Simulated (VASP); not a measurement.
# WS2 in VASP: further runs, part 2 of 3

VASP 6.6.1. The steps go on from the part before.

## 4. Single point, r2SCAN (strain along c alone, the other axes held: -3.0 %, then relaxed in part)

POSCAR

```
WS2
1.0
    3.1810953945      0.0000000000      0.0000000000
   -1.5905476972      2.7549094235      0.0000000000
    0.0000000000      0.0000000000     16.4422177486
W S
1 2
Direct
    0.3333333333      0.6666666667      0.0000000000
    0.6666666667      0.3333333333      0.9051868860
    0.6666666667      0.3333333333      0.0948131140
```

INCAR.step1

```
SYSTEM = WS2
ALGO = Normal
EDIFF = 1E-4
ENCUT = 520
GGA = PE
ISMEAR = 0
LASPH = .TRUE.
LCHARG = .FALSE.
LREAL = .FALSE.
LWAVE = .TRUE.
NBANDS = 20
NELM = 80
PREC = Accurate
SIGMA = 0.02
```

INCAR.step2

```
SYSTEM = WS2
ALGO = Normal
EDIFF = 1E-6
ENCUT = 520
ISIF = 2
ISMEAR = 0
ISTART = 1
LASPH = .TRUE.
LCHARG = .FALSE.
LMIXTAU = .TRUE.
LREAL = .FALSE.
LWAVE = .FALSE.
METAGGA = R2SCAN
NBANDS = 20
NELM = 80
PREC = Accurate
SIGMA = 0.02
```

KPOINTS

```
k-points
0
G
  12 12 2
  0 0 0
```

Potentials or basis: VASP PAW PBE potentials, release 64 (W_sv, S).

On the command line:

```
> cat potpaw_PBE.64/W_sv/POTCAR potpaw_PBE.64/S/POTCAR > POTCAR
> cp INCAR.step1 INCAR
> mpirun -np 1 vasp_std > vasp.out
> cp INCAR.step2 INCAR
> mpirun -np 1 vasp_std > vasp.out
```

OUTCAR:

```text
SYSTEM = WS2
   EDIFF = 1E-6
   ENCUT = 520
   ISIF = 2
   ISMEAR = 0
   ISTART = 1
   LASPH = .TRUE.
   LREAL = .FALSE.
   METAGGA = R2SCAN
   NELM = 80
   PREC = Accurate

 ion  position               nearest neighbor table
   1  0.333  0.667  0.000-   2 2.41   3 2.41   2 2.41   3 2.41   2 2.41   3 2.41
   2  0.667  0.333  0.905-   1 2.41   1 2.41   1 2.41
   3  0.667  0.333  0.095-   1 2.41   1 2.41   1 2.41

  LATTYP: Found a hexagonal cell.
 ALAT       =     3.1810953945
 C/A-ratio  =     5.1687282868

  Lattice vectors:

 A1 = (   3.1810953945,   0.0000000000,   0.0000000000)
 A2 = (  -1.5905476972,   2.7549094235,   0.0000000000)
 A3 = (   0.0000000000,   0.0000000000,  16.4422177486)

Analysis of symmetry for initial positions (statically):
=====================================================================
 Subroutine PRICEL returns:
 Original cell was already a primitive cell.

 Routine SETGRP: Setting up the symmetry group for a
 hexagonal supercell.

 Subroutine GETGRP returns: Found 12 space group operations
[... 164 lines left out ...]
  free energy    TOTEN  =       -70.04094536 eV

  energy without entropy =      -70.04094536  energy(sigma->0) =      -70.04094536

 E-fermi :  -1.0654     XC(G=0):  -4.7365

 val. band max:       -1.2428869661   @ k =   0.0000   0.0000   0.5000
 cond. band min:       0.6664884426   @ k =   0.3333   0.3333   0.5000
 fundamental gap:      1.9093754087
 Fermi energy:        -1.0654327439

 k-point     1 :       0.0000    0.0000    0.0000
  band No.  band energies     occupation
      1     -77.2127      2.00000
      2     -40.8006      2.00000
      3     -40.6469      2.00000
      4     -40.6469      2.00000
      5     -16.7434      2.00000
      6     -15.0031      2.00000
[... 541 lines left out ...]
     19       6.5400      0.00000
     20       6.7251      0.00000

 [... further k-points ...]

------------------------ aborting loop because EDIFF is reached ----------------------------------------

  FORCE on cell =-STRESS in cart. coord.  units (eV):
  Direction    XX          YY          ZZ          XY          YZ          ZX
  --------------------------------------------------------------------------------------
  -------------------------------------------------------------------------------------
  Total        0.0807407      0.0807407      0.0536350      0.0000000      0.0000000      0.0000000
  in kB        0.8977571      0.8977571      0.5963676      0.0000000      0.0000000      0.0000000
  external PRESSURE =       0.7972939 kB  Pullay stress =       0.0000000 kB

 VOLUME and BASIS-vectors are now :
 -----------------------------------------------------------------------------
  energy-cutoff  :      520.00
  volume of cell :      144.09
      direct lattice vectors                 reciprocal lattice vectors
     3.181095394  0.000000000  0.000000000     0.314357124  0.181494170  0.000000000
    -1.590547697  2.754909424  0.000000000     0.000000000  0.362988341  0.000000000
     0.000000000  0.000000000 16.442217749     0.000000000  0.000000000  0.060819046

 POSITION                                       TOTAL-FORCE (eV/Angst)
 -----------------------------------------------------------------------------------
     -0.00000      1.83661      0.00000         0.000000      0.000000     -0.000000
      1.59055      0.91830     14.88328        -0.000000     -0.000000     -0.026589
      1.59055      0.91830      1.55894        -0.000000      0.000000      0.026589
 -----------------------------------------------------------------------------------
    total drift:                               -0.000002      0.000001     -0.000000

  FREE ENERGIE OF THE ION-ELECTRON SYSTEM (eV)
  ---------------------------------------------------
  free  energy   TOTEN  =       -70.0409453556 eV

  energy  without entropy=      -70.0409453556  energy(sigma->0) =      -70.04094536
```

Wall time 5.4 min (1 thread of AMD EPYC 9R45 (Zen 5), shared host); peak memory 0.31 GiB.

What came out:

```yaml
Free_energy: -70.0409 eV
Largest_force: 0.027 eV/Å
Band_gap_on_the_k_mesh: 1.91 eV (least direct gap 1.93 eV)
```

Forces on the atoms (eV/Å):
```
W    0.000  0.000  0.000
S    0.000  0.000 -0.027
S    0.000  0.000  0.027
```

Caveat: the cell differs from its parent crystal (strain along c alone, the other axes held: -3.0 %, then relaxed in part); there is no dipole correction, which matters where the two faces differ; the PAW data sets were made with another functional, which shifts forces and pressure a little; spin-orbit coupling is left out, which moves the levels of the heavy elements.

## 5. Single point, r2SCAN

This run uses another cell than the first one.

POSCAR is that of step 4.

INCAR.step1

```
PREC = Accurate
ENCUT = 520
ISMEAR = 0
SIGMA = 0.02
LREAL = F
LASPH = T
NELM = 80
NBANDS = 20
GGA = PE
ALGO = Normal
EDIFF = 1E-4
LWAVE = T
LCHARG = F
```

INCAR.step2

```
PREC = Accurate
ENCUT = 520
EDIFF = 1E-6
ISMEAR = 0
SIGMA = 0.02
LREAL = F
LASPH = T
NELM = 80
ALGO = Normal
ISIF = 2
LWAVE = F
LCHARG = F
METAGGA = R2SCAN
LMIXTAU = T
NBANDS = 20
ISTART = 1
```

KPOINTS

```
Automatic mesh
0
Gamma
  12 12 2
```

Potentials or basis: VASP PAW PBE potentials, release 64 (W_sv, S).

On the command line:

```
> cat potpaw_PBE.64/W_sv/POTCAR potpaw_PBE.64/S/POTCAR > POTCAR
> cp INCAR.step1 INCAR
> mpirun -np 1 vasp_std > vasp.out
> cp INCAR.step2 INCAR
> mpirun -np 1 vasp_std > vasp.out
```

OUTCAR:

```text
PREC = Accurate
   ENCUT = 520
   EDIFF = 1E-6
   ISMEAR = 0
   LREAL = F
   LASPH = T
   NELM = 80
   ISIF = 2
   METAGGA = R2SCAN
   ISTART = 1

 ion  position               nearest neighbor table
   1  0.333  0.667  0.000-   2 2.41   3 2.41   2 2.41   3 2.41   2 2.41   3 2.41
   2  0.667  0.333  0.905-   1 2.41   1 2.41   1 2.41
   3  0.667  0.333  0.095-   1 2.41   1 2.41   1 2.41

  LATTYP: Found a hexagonal cell.
 ALAT       =     3.1810953945
 C/A-ratio  =     5.1687282868

  Lattice vectors:

 A1 = (   3.1810953945,   0.0000000000,   0.0000000000)
 A2 = (  -1.5905476972,   2.7549094235,   0.0000000000)
 A3 = (   0.0000000000,   0.0000000000,  16.4422177486)

Analysis of symmetry for initial positions (statically):
=====================================================================
 Subroutine PRICEL returns:
 Original cell was already a primitive cell.

 Routine SETGRP: Setting up the symmetry group for a
 hexagonal supercell.

 Subroutine GETGRP returns: Found 12 space group operations
 (whereof 12 operations were pure point group operations)
 out of a pool of 24 trial point group operations.

The static configuration has the point symmetry D_3h.

Analysis of symmetry for dynamics (positions and initial velocities):
=====================================================================
 Subroutine PRICEL returns:
 Original cell was already a primitive cell.

 Routine SETGRP: Setting up the symmetry group for a
 hexagonal supercell.

 Subroutine GETGRP returns: Found 12 space group operations
 (whereof 12 operations were pure point group operations)
 out of a pool of 24 trial point group operations.

The dynamic configuration has the point symmetry D_3h.

 Subroutine INISYM returns: Found 12 space group operations
 (whereof 12 operations are pure point group operations),
 and found     1 'primitive' translations

----------------------------------------------------------------------------------------

                                     Primitive cell

  volume of cell :     144.0935

  direct lattice vectors                    reciprocal lattice vectors
     3.181095394  0.000000000  0.000000000     0.314357124  0.181494170  0.000000000
    -1.590547697  2.754909424  0.000000000     0.000000000  0.362988341  0.000000000
     0.000000000  0.000000000 16.442217749     0.000000000  0.000000000  0.060819046

  length of vectors
     3.181095394  3.181095394 16.442217749     0.362988341  0.362988341  0.060819046

  position of ions in fractional coordinates (direct lattice)
     0.333333333  0.666666667  0.000000000
     0.666666667  0.333333333  0.905186886
     0.666666667  0.333333333  0.094813114

  ion indices of the primitive-cell ions
   primitive index   ion index
                 1           1
                 2           2
                 3           3

----------------------------------------------------------------------------------------

 KPOINTS: Automatic mesh

Automatic generation of k-mesh.
 Grid dimensions read from file:
 generate k-points for:   12   12    2

 Generating k-lattice:

  Cartesian coordinates                     Fractional coordinates (reciprocal lattice)
     0.026196427  0.015124514  0.000000000     0.083333333  0.000000000  0.000000000
     0.000000000  0.030249028  0.000000000     0.000000000  0.083333333  0.000000000
     0.000000000  0.000000000  0.030409523     0.000000000  0.000000000  0.500000000

  Length of vectors
     0.030249028  0.030249028  0.030409523

  Shift w.r.t. Gamma in fractional coordinates (k-lattice)
     0.000000000  0.000000000  0.000000000

 Subroutine IBZKPT returns following result:
 ===========================================

 Found     38 irreducible k-points:

 Following reciprocal coordinates:
            Coordinates               Weight
  0.000000  0.000000  0.000000      1.000000
  0.083333 -0.000000  0.000000      6.000000
  0.166667 -0.000000  0.000000      6.000000
  0.250000 -0.000000  0.000000      6.000000
  0.333333 -0.000000  0.000000      6.000000
  0.416667 -0.000000  0.000000      6.000000
[... 16 lines left out ...]
  0.250000 -0.000000  0.500000      6.000000
  0.333333 -0.000000  0.500000      6.000000
 [... further k-points ...]
   k-points           NKPTS =     38   k-points in BZ     NKDIM =     38   number of bands    NBANDS=     20
   number of dos      NEDOS =    301   number of ions     NIONS =      3
   total plane-waves  NPLWV =  72576
   dimension x,y,z NGX =    24 NGY =   24 NGZ =  126
   dimension x,y,z NGXF=    48 NGYF=   48 NGZF=  252
   ions per type =               1   2
   NGX,Y,Z   is equivalent  to a cutoff of  12.54, 12.54, 12.74 a.u.
   NGXF,Y,Z  is equivalent  to a cutoff of  25.09, 25.09, 25.48 a.u.
 SYSTEM =  unknown system
   PREC   = accura    normal or accurate (medium, high low for compatibility)
   ISTART =      1    job   : 0-new  1-cont  2-samecut
   ICHARG =      0    charge: 1-file 2-atom 10-const
   ISPIN  =      1    spin polarized calculation?
   LNONCOLLINEAR =      F non collinear calculations
   LSORBIT =      F    spin-orbit coupling
   LASPH  =      T    aspherical Exc in radial PAW
   ENCUT  =  520.0 eV  38.22 Ry    6.18 a.u.   5.91  5.91 30.57*2*pi/ulx,y,z
   NELM   =     80;   NELMIN=  2; NELMDL=  0     # of ELM steps
   EDIFF  = 0.1E-05   stopping-criterion for ELM
   LREAL  =      F    real-space projection
   EDIFFG = 0.1E-04   stopping-criterion for IOM
   NSW    =      0    number of steps for IOM
   IBRION =     -1    ionic relax: 0-MD 1-quasi-New 2-CG
   NFREE  =      0    steps in history (QN), initial steepest desc. (CG)
   ISIF   =      2    stress and relaxation
   ISYM   =      2    0-nonsym 1-usesym 2-fastsym
   POTIM  = 0.5000    time-step for ionic-motion
   TEBEG  =    0.0;   TEEND  =   0.0 temperature during run
   PSTRESS=    0.0 pullay stress
   NELECT =      26.0000    total number of electrons
   NUPDOWN=      -1.0000    fix difference up-down
   EMIN   =  10.00;   EMAX   =-10.00  energy-range for DOS
   EFERMI =   0.00;   METHOD = LEGACY
   ISMEAR =     0;   SIGMA  =   0.02  broadening in eV -4-tet -1-fermi 0-gaus
   EFERMI_NEDOS =   21; number of points for ismear=-14 and -15
   IALGO  =     38    algorithm
   IMIX   =      4    mixing-type and parameters
     AMIX     =   0.40;   BMIX     =  1.00
     AMIX_MAG =   1.60;   BMIX_MAG =  1.00
  volume/ion in A,a.u.               =      48.03       324.13
  Fermi-wavevector in a.u.,A,eV,Ry     =   0.925091  1.748169 11.643777  0.855793
  Thomas-Fermi vector in A             =   2.050908
   LORBIT       =      0    0 simple, 1 ext, 2 COOP (PROOUT), +10 PAW based schemes
   METAGGA = R2SCAN    functional components
   LHFCALC =     F    Hartree Fock is set to
   AEXX    =    0.0000 exact exchange contribution
   IVDW    =     0    specifies the selected vdW correction
   LEPSILON=     F    determine dielectric tensor
   LRPA    =     F    only Hartree local field effects (RPA)
 non-spin polarized calculation
 Gauss-broadening in eV      SIGMA  =   0.02
  energy-cutoff  :      520.00
  volume of cell :      144.09
 maximum number of plane-waves:      3912
 NGX is ok and might be reduce to    24
   NGX = 11   NGY = 11   NGZ = 61

 number of electron      26.0000003 magnetization

 Free energy of the ion-electron system (eV)
  ---------------------------------------------------
  ext. energy  EPLUGINS =         0.00000000
  ---------------------------------------------------
  free energy    TOTEN  =       -70.04094536 eV

  energy without entropy =      -70.04094536  energy(sigma->0) =      -70.04094536

 E-fermi :  -1.0654     XC(G=0):  -4.7365

 val. band max:       -1.2428869661   @ k =   0.0000   0.0000   0.5000
 cond. band min:       0.6664884426   @ k =   0.3333   0.3333   0.5000
 fundamental gap:      1.9093754087
 Fermi energy:        -1.0654327439

 k-point     1 :       0.0000    0.0000    0.0000
  band No.  band energies     occupation
      1     -77.2127      2.00000
      2     -40.8006      2.00000
      3     -40.6469      2.00000
      4     -40.6469      2.00000
      5     -16.7434      2.00000
      6     -15.0031      2.00000
[... 12 lines left out ...]
     19       4.8094      0.00000
[... 513 lines left out ...]
      4     -40.7101      2.00000
      5     -15.2148      2.00000
      6     -14.4738      2.00000
[... 12 lines left out ...]
     19       6.5400      0.00000
     20       6.7251      0.00000

 [... further k-points ...]

------------------------ aborting loop because EDIFF is reached ----------------------------------------

  FORCE on cell =-STRESS in cart. coord.  units (eV):
  Direction    XX          YY          ZZ          XY          YZ          ZX
  --------------------------------------------------------------------------------------
  -------------------------------------------------------------------------------------
  Total        0.0807407      0.0807407      0.0536350      0.0000000      0.0000000      0.0000000
  in kB        0.8977571      0.8977571      0.5963676      0.0000000      0.0000000      0.0000000
  external PRESSURE =       0.7972939 kB  Pullay stress =       0.0000000 kB

 VOLUME and BASIS-vectors are now :
 -----------------------------------------------------------------------------
  energy-cutoff  :      520.00
  volume of cell :      144.09
      direct lattice vectors                 reciprocal lattice vectors
     3.181095394  0.000000000  0.000000000     0.314357124  0.181494170  0.000000000
    -1.590547697  2.754909424  0.000000000     0.000000000  0.362988341  0.000000000
     0.000000000  0.000000000 16.442217749     0.000000000  0.000000000  0.060819046

 POSITION                                       TOTAL-FORCE (eV/Angst)
 -----------------------------------------------------------------------------------
     -0.00000      1.83661      0.00000         0.000000      0.000000     -0.000000
      1.59055      0.91830     14.88328        -0.000000     -0.000000     -0.026589
      1.59055      0.91830      1.55894        -0.000000      0.000000      0.026589
 -----------------------------------------------------------------------------------
    total drift:                               -0.000002      0.000001     -0.000000

  FREE ENERGIE OF THE ION-ELECTRON SYSTEM (eV)
  ---------------------------------------------------
  free  energy   TOTEN  =       -70.0409453556 eV

  energy  without entropy=      -70.0409453556  energy(sigma->0) =      -70.04094536
```

OSZICAR.step1:

```text
N       E                     dE             d eps       ncg     rms          rms(c)
DAV:   1     0.178080750841E+03    0.17808E+03   -0.13914E+04  1824   0.108E+03
DAV:   2    -0.115675767951E+02   -0.18965E+03   -0.18374E+03  1980   0.257E+02
DAV:   3    -0.247980495664E+02   -0.13230E+02   -0.13129E+02  1968   0.660E+01
DAV:   4    -0.250565241725E+02   -0.25847E+00   -0.25816E+00  1980   0.102E+01
DAV:   5    -0.250631039973E+02   -0.65798E-02   -0.65795E-02  2048   0.166E+00    0.266E+01
DAV:   6    -0.238566359368E+02    0.12065E+01   -0.66848E+00  1756   0.171E+01    0.109E+01
DAV:   7    -0.237402941063E+02    0.11634E+00   -0.16959E+00  1716   0.714E+00    0.496E+00
DAV:   8    -0.236729165995E+02    0.67378E-01   -0.35979E-01  1868   0.392E+00    0.108E+00
DAV:   9    -0.236718624054E+02    0.10542E-02   -0.18245E-02  1988   0.855E-01    0.663E-01
DAV:  10    -0.236703405499E+02    0.15219E-02   -0.82652E-03  1880   0.613E-01    0.691E-02
DAV:  11    -0.236701784254E+02    0.16212E-03   -0.87741E-04  1800   0.195E-01    0.745E-02
DAV:  12    -0.236701166573E+02    0.61768E-04   -0.58890E-05  1184   0.496E-02
   1 F= -.23670117E+02 E0= -.23670117E+02  d E =-.321299E-31
```

Wall time 6.1 min (1 thread of AMD EPYC 9R45 (Zen 5), shared host); peak memory 0.31 GiB.

What came out:

```
Free energy            : -70.0409 eV
Largest force          : 0.027 eV/Å
Band gap on the k mesh : 1.91 eV (least direct gap 1.93 eV)
```

Forces in eV/Å, atoms in the order of the input:
```
W    0.000  0.000  0.000
S    0.000  0.000 -0.027
S    0.000  0.000  0.027
```

Levels at points of the mesh, in eV from the valence-band top:
```csv
k point,band 10,band 11,band 12,band 13,band 14,band 15,band 16,band 17
"(0.00, 0.00, 0.00)",-2.23,-1.78,-1.78,0.00,3.07,3.07,3.23,3.23
"(0.50, 0.00, 0.00)",-3.64,-2.27,-1.43,-0.98,3.00,3.47,4.41,5.01
"(0.00, 0.00, 0.50)",-2.23,-1.78,-1.78,0.00,3.07,3.07,3.23,3.23
"(0.50, 0.00, 0.50)",-3.64,-2.27,-1.43,-0.98,3.00,3.47,4.41,5.01
```

Caveat: there is no dipole correction, which matters where the two faces differ; the PAW data sets were made with another functional, which shifts forces and pressure a little; spin-orbit coupling is left out, which moves the levels of the heavy elements.

(Part 2 of 3 ends here.)
